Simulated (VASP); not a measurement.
# Rh (Fm-3m) in VASP: relaxation of cell and atoms with PBEsol

Aim: the relaxation of cell and atoms of Rh with PBEsol.

Program: VASP 6.6.1. These are calculated values, not measurements. Logs are shortened: lines on timing, memory, paths and dates and some standing lists are left out, and cuts for length are marked.

### 1 The cell of the first run

It takes space group Fm-3m (No. 225, cubic). The conventional cell has a = 3.800 Å, b = 3.800 Å, c = 3.800 Å, α = 90.00°, β = 90.00°, γ = 90.00°. Rh (site symmetry m-3m) has 12 Rh at 2.69 Å within 3.5 Å.

### 2 Relaxation of cell and atoms, PBEsol

File INCAR:

```
PREC     = Accurate       # precision mode
ENCUT    = 500            # plane-wave cutoff, eV
EDIFF    = 1E-7           # SCF threshold, eV
ISMEAR   = 0              # smearing method
SIGMA    = 0.05           # smearing width, eV
LREAL    = False          # projectors in reciprocal space
LASPH    = True           # aspherical terms in the spheres
NELM     = 120            # most SCF steps
ALGO     = Normal         # electronic algorithm
ISIF     = 3              # what is computed and relaxed
LWAVE    = False          # write WAVECAR
LCHARG   = False          # write CHGCAR
GGA      = PS             # functional
IBRION   = 2              # ionic algorithm
NSW      = 80             # ionic steps
EDIFFG   = -0.03          # ionic threshold
GGA_COMPAT= False        
NELMIN   = 4
```

File KPOINTS:

```
Automatic mesh
0
Gamma
  21 21 21
```

File POSCAR:

```
Rh
1.0
    0.0000000000      1.9000000000      1.9000000000
    1.9000000000      0.0000000000      1.9000000000
    1.9000000000      1.9000000000      0.0000000000
Rh
1
Direct
    0.0000000000      0.0000000000      0.0000000000
```

Potentials or basis: VASP PAW PBE potentials, release 64 (Rh_pv).

Started as:

```console
cat potpaw_PBE.64/Rh_pv/POTCAR > POTCAR
mpirun -np 1 vasp_std > vasp.out
```

OUTCAR:

```text
PREC = Accurate
   ENCUT = 500
   EDIFF = 1E-7
   ISMEAR = 0
   LREAL = False
   LASPH = True
   NELM = 120
   ISIF = 3
   GGA = PS
   IBRION = 2
   NSW = 80
   EDIFFG = -0.03
   NELMIN = 4

 ion  position               nearest neighbor table
   1  0.000  0.000  0.000-

  LATTYP: Found a face centered cubic cell.
 ALAT       =     3.8000000000

  Lattice vectors:

 A1 = (   0.0000000000,   1.9000000000,   1.9000000000)
 A2 = (   1.9000000000,   0.0000000000,   1.9000000000)
 A3 = (   1.9000000000,   1.9000000000,   0.0000000000)

Analysis of symmetry for initial positions (statically):
=====================================================================
 Subroutine PRICEL returns:
 Original cell was already a primitive cell.

 Routine SETGRP: Setting up the symmetry group for a
 face centered cubic supercell.

 Subroutine GETGRP returns: Found 48 space group operations
 (whereof 48 operations were pure point group operations)
 out of a pool of 48 trial point group operations.

The static configuration has the point symmetry O_h .

Analysis of symmetry for dynamics (positions and initial velocities):
=====================================================================
 Subroutine PRICEL returns:
 Original cell was already a primitive cell.

 Routine SETGRP: Setting up the symmetry group for a
 face centered cubic supercell.

 Subroutine GETGRP returns: Found 48 space group operations
 (whereof 48 operations were pure point group operations)
 out of a pool of 48 trial point group operations.

The dynamic configuration has the point symmetry O_h .

 Subroutine INISYM returns: Found 48 space group operations
 (whereof 48 operations are pure point group operations),
 and found     1 'primitive' translations

----------------------------------------------------------------------------------------

                                     Primitive cell

  volume of cell :      13.7180

  direct lattice vectors                    reciprocal lattice vectors
     0.000000000  1.900000000  1.900000000    -0.263157895  0.263157895  0.263157895
     1.900000000  0.000000000  1.900000000     0.263157895 -0.263157895  0.263157895
     1.900000000  1.900000000  0.000000000     0.263157895  0.263157895 -0.263157895

  length of vectors
     2.687005769  2.687005769  2.687005769     0.455802844  0.455802844  0.455802844

  position of ions in fractional coordinates (direct lattice)
     0.000000000  0.000000000  0.000000000

  ion indices of the primitive-cell ions
   primitive index   ion index
                 1           1

----------------------------------------------------------------------------------------

 KPOINTS: Automatic mesh

Automatic generation of k-mesh.
 Grid dimensions read from file:
 generate k-points for:   21   21   21

 Generating k-lattice:

  Cartesian coordinates                     Fractional coordinates (reciprocal lattice)
    -0.012531328  0.012531328  0.012531328     0.047619048  0.000000000  0.000000000
     0.012531328 -0.012531328  0.012531328     0.000000000  0.047619048  0.000000000
     0.012531328  0.012531328 -0.012531328     0.000000000  0.000000000  0.047619048

  Length of vectors
     0.021704897  0.021704897  0.021704897

  Shift w.r.t. Gamma in fractional coordinates (k-lattice)
     0.000000000  0.000000000  0.000000000

 Subroutine IBZKPT returns following result:
 ===========================================

 Found    286 irreducible k-points:

 Following reciprocal coordinates:
            Coordinates               Weight
  0.000000  0.000000  0.000000      1.000000
  0.047619  0.000000  0.000000      8.000000
  0.095238  0.000000  0.000000      8.000000
  0.142857  0.000000  0.000000      8.000000
  0.190476  0.000000  0.000000      8.000000
  0.238095  0.000000  0.000000      8.000000
[... 16 lines left out ...]
 -0.428571  0.047619  0.000000     24.000000
 -0.380952  0.047619  0.000000     24.000000
 [... further k-points ...]
   k-points           NKPTS =    286   k-points in BZ     NKDIM =    286   number of bands    NBANDS=     11
   number of dos      NEDOS =    301   number of ions     NIONS =      1
   total plane-waves  NPLWV =   8000
   dimension x,y,z NGX =    20 NGY =   20 NGZ =   20
   dimension x,y,z NGXF=    40 NGYF=   40 NGZF=   40
   ions per type =               1
   NGX,Y,Z   is equivalent  to a cutoff of  12.37, 12.37, 12.37 a.u.
   NGXF,Y,Z  is equivalent  to a cutoff of  24.75, 24.75, 24.75 a.u.
 SYSTEM =  unknown system
   PREC   = accura    normal or accurate (medium, high low for compatibility)
   ISTART =      0    job   : 0-new  1-cont  2-samecut
   ICHARG =      2    charge: 1-file 2-atom 10-const
   ISPIN  =      1    spin polarized calculation?
   LNONCOLLINEAR =      F non collinear calculations
   LSORBIT =      F    spin-orbit coupling
   LASPH  =      T    aspherical Exc in radial PAW
   ENCUT  =  500.0 eV  36.75 Ry    6.06 a.u.   4.90  4.90  4.90*2*pi/ulx,y,z
   NELM   =    120;   NELMIN=  4; NELMDL= -5     # of ELM steps
   EDIFF  = 0.1E-06   stopping-criterion for ELM
   LREAL  =      F    real-space projection
   EDIFFG = -.3E-01   stopping-criterion for IOM
   NSW    =     80    number of steps for IOM
   IBRION =      2    ionic relax: 0-MD 1-quasi-New 2-CG
   NFREE  =      1    steps in history (QN), initial steepest desc. (CG)
   ISIF   =      3    stress and relaxation
   ISYM   =      2    0-nonsym 1-usesym 2-fastsym
   POTIM  = 0.5000    time-step for ionic-motion
   TEBEG  =    0.0;   TEEND  =   0.0 temperature during run
   PSTRESS=    0.0 pullay stress
   NELECT =      15.0000    total number of electrons
   NUPDOWN=      -1.0000    fix difference up-down
   EMIN   =  10.00;   EMAX   =-10.00  energy-range for DOS
   EFERMI =   0.00;   METHOD = LEGACY
   ISMEAR =     0;   SIGMA  =   0.05  broadening in eV -4-tet -1-fermi 0-gaus
   EFERMI_NEDOS =   21; number of points for ismear=-14 and -15
   IALGO  =     38    algorithm
   IMIX   =      4    mixing-type and parameters
     AMIX     =   0.40;   BMIX     =  1.00
     AMIX_MAG =   1.60;   BMIX_MAG =  1.00
  volume/ion in A,a.u.               =      13.72        92.57
  Fermi-wavevector in a.u.,A,eV,Ry     =   1.686585  3.187184 38.702725  2.844570
  Thomas-Fermi vector in A             =   2.769224
   LORBIT       =      0    0 simple, 1 ext, 2 COOP (PROOUT), +10 PAW based schemes
   GGA     = PS    functional components
   LHFCALC =     F    Hartree Fock is set to
   AEXX    =    0.0000 exact exchange contribution
   IVDW    =     0    specifies the selected vdW correction
   LEPSILON=     F    determine dielectric tensor
   LRPA    =     F    only Hartree local field effects (RPA)
 conjugate gradient relaxation of ions
 non-spin polarized calculation
 Gauss-broadening in eV      SIGMA  =   0.05
  energy-cutoff  :      500.00
  volume of cell :       13.72
 maximum number of plane-waves:       360
   NGX =  9   NGY =  9   NGZ =  9

--------------------------------------- Ionic step        1  -------------------------------------------

 number of electron      15.0000007 magnetization

 Free energy of the ion-electron system (eV)
  ---------------------------------------------------
  ext. energy  EPLUGINS =         0.00000000
  ---------------------------------------------------
  free energy    TOTEN  =        -8.13613090 eV

  energy without entropy =       -8.13459842  energy(sigma->0) =       -8.13536466

------------------------ aborting loop because EDIFF is reached ----------------------------------------

  FORCE on cell =-STRESS in cart. coord.  units (eV):
  Direction    XX          YY          ZZ          XY          YZ          ZX
  --------------------------------------------------------------------------------------
  -------------------------------------------------------------------------------------
  Total       -0.3951101     -0.3951101     -0.3951101     -0.0000000     -0.0000000      0.0000000
  in kB      -46.1464136    -46.1464136    -46.1464136     -0.0000000     -0.0000000      0.0000000
  external PRESSURE =     -46.1464136 kB  Pullay stress =       0.0000000 kB

 VOLUME and BASIS-vectors are now :
 -----------------------------------------------------------------------------
  energy-cutoff  :      500.00
  volume of cell :       13.72
      direct lattice vectors                 reciprocal lattice vectors
     0.000000000  1.900000000  1.900000000    -0.263157895  0.263157895  0.263157895
     1.900000000  0.000000000  1.900000000     0.263157895 -0.263157895  0.263157895
     1.900000000  1.900000000  0.000000000     0.263157895  0.263157895 -0.263157895
[... 36 lines left out ...]
 POSITION                                       TOTAL-FORCE (eV/Angst)
 -----------------------------------------------------------------------------------
      1.86378      3.72757      1.86378         0.000000     -0.000000      0.000000
 -----------------------------------------------------------------------------------
    total drift:                                0.000000      0.000000     -0.000000

  FREE ENERGIE OF THE ION-ELECTRON SYSTEM (eV)
  ---------------------------------------------------
  free  energy   TOTEN  =        -8.1170350960 eV

  energy  without entropy=       -8.1156574711  energy(sigma->0) =       -8.11634628

--------------------------------------- Ionic step        3  -------------------------------------------

 number of electron      15.0000006 magnetization

 Free energy of the ion-electron system (eV)
  ---------------------------------------------------
  ext. energy  EPLUGINS =         0.00000000
  ---------------------------------------------------
  free energy    TOTEN  =        -8.13936843 eV

  energy without entropy =       -8.13788083  energy(sigma->0) =       -8.13862463

 E-fermi :  12.0907     XC(G=0): -14.3371

 val. band max:       12.0744464016   @ k =  -0.4762   0.3333   0.1429
 cond. band min:      12.0967836478   @ k =   0.4762   0.3810   0.0952
 fundamental gap:      0.0223372462
 Fermi energy:        12.0907075038

 k-point     1 :       0.0000    0.0000    0.0000
  band No.  band energies     occupation
      1     -34.2798      2.00000
      2     -34.2798      2.00000
      3     -34.2798      2.00000
      4       3.9030      2.00000
      5       8.9051      2.00000
      6       8.9051      2.00000
      7       8.9051      2.00000
      8      11.0776      2.00000
      9      11.0776      2.00000
     10      28.0131      0.00000
     11      32.3934      0.00000

 k-point     2 :       0.0476    0.0000    0.0000
  band No.  band energies     occupation
      1     -34.2979      2.00000
      2     -34.2822      2.00000
      3     -34.2822      2.00000
      4       3.9966      2.00000
      5       8.8621      2.00000
      6       8.9424      2.00000
      7       8.9424      2.00000
      8      11.0559      2.00000
      9      11.0559      2.00000
     10      28.1528      0.00000
     11      32.3919      0.00000
[... 295 lines left out ...]
 k-point    24 :      -0.3810    0.0476    0.0000
  band No.  band energies     occupation
      1     -34.9826      2.00000
      2     -34.3955      2.00000
      3     -34.3738      2.00000
      4       5.9362      2.00000
      5       8.9012      2.00000
      6       8.9867      2.00000
      7      10.9462      2.00000
      8      12.1496      0.09557
      9      12.9317      0.00000
     10      22.6627      0.00000
     11      28.1369      0.00000

 [... further k-points ...]

------------------------ aborting loop because EDIFF is reached ----------------------------------------

  FORCE on cell =-STRESS in cart. coord.  units (eV):
  Direction    XX          YY          ZZ          XY          YZ          ZX
  --------------------------------------------------------------------------------------
  -------------------------------------------------------------------------------------
  Total       -0.0058068     -0.0058068     -0.0058068      0.0000000      0.0000000     -0.0000000
  in kB       -0.6891455     -0.6891455     -0.6891455      0.0000000      0.0000000     -0.0000000
  external PRESSURE =      -0.6891455 kB  Pullay stress =       0.0000000 kB

 VOLUME and BASIS-vectors are now :
 -----------------------------------------------------------------------------
  energy-cutoff  :      500.00
  volume of cell :       13.50
      direct lattice vectors                 reciprocal lattice vectors
     0.000000000  1.889882020  1.889882020    -0.264566780  0.264566780  0.264566780
     1.889882020 -0.000000000  1.889882020     0.264566780 -0.264566780  0.264566780
     1.889882020  1.889882020  0.000000000     0.264566780  0.264566780 -0.264566780

 POSITION                                       TOTAL-FORCE (eV/Angst)
 -----------------------------------------------------------------------------------
      0.00000     -0.00000      0.00000        -0.000000     -0.000000     -0.000000
 -----------------------------------------------------------------------------------
    total drift:                               -0.000000     -0.000000     -0.000000

  FREE ENERGIE OF THE ION-ELECTRON SYSTEM (eV)
  ---------------------------------------------------
  free  energy   TOTEN  =        -8.1393684303 eV

  energy  without entropy=       -8.1378808310  energy(sigma->0) =       -8.13862463

 reached required accuracy - stopping structural energy minimisation
```

Run time: 52 s. Hardware: 1 thread of AMD EPYC 9R45 (Zen 5), shared host; peak memory 0.13 GiB.

What came out:

```yaml
Free_energy: -8.1394 eV
Relaxed_volume: 13.50 Å³/atom
Relaxed_cell: a = 2.673 Å, b = 2.673 Å, c = 2.673 Å, α = 60.00°, β = 60.00°, γ = 60.00°
Space_group_after_relaxing_to_0.1_Å: Fm-3m (No. 225)
Energy_gained_by_relaxing: 3.2 meV/atom
Ionic_steps: 3
Pressure_after_relaxing: -0.1 GPa
Band_gap_on_the_k_mesh: zero (an odd number of electrons rules out a gap without spin polarisation)
```

Step by step:
| step | energy change (eV) | largest force (eV/Å) | pressure (GPa) | volume (Å³) |
| --- | --- | --- | --- | --- |
| 1 | 0.0000 | 0.0000 | -4.61 | 13.72 |
| 2 | 0.0191 | 0.0000 | 13.62 | 12.95 |
| 3 | -0.0032 | 0.0000 | -0.07 | 13.50 |

Final structure:
```
Rh
1.0
     0.00000    1.88988    1.88988
     1.88988    0.00000    1.88988
     1.88988    1.88988    0.00000
Rh
1
Cartesian
  0.0000 0.0000 0.0000
```

Caveat: the PAW data sets were made with another functional, which shifts forces and pressure a little.
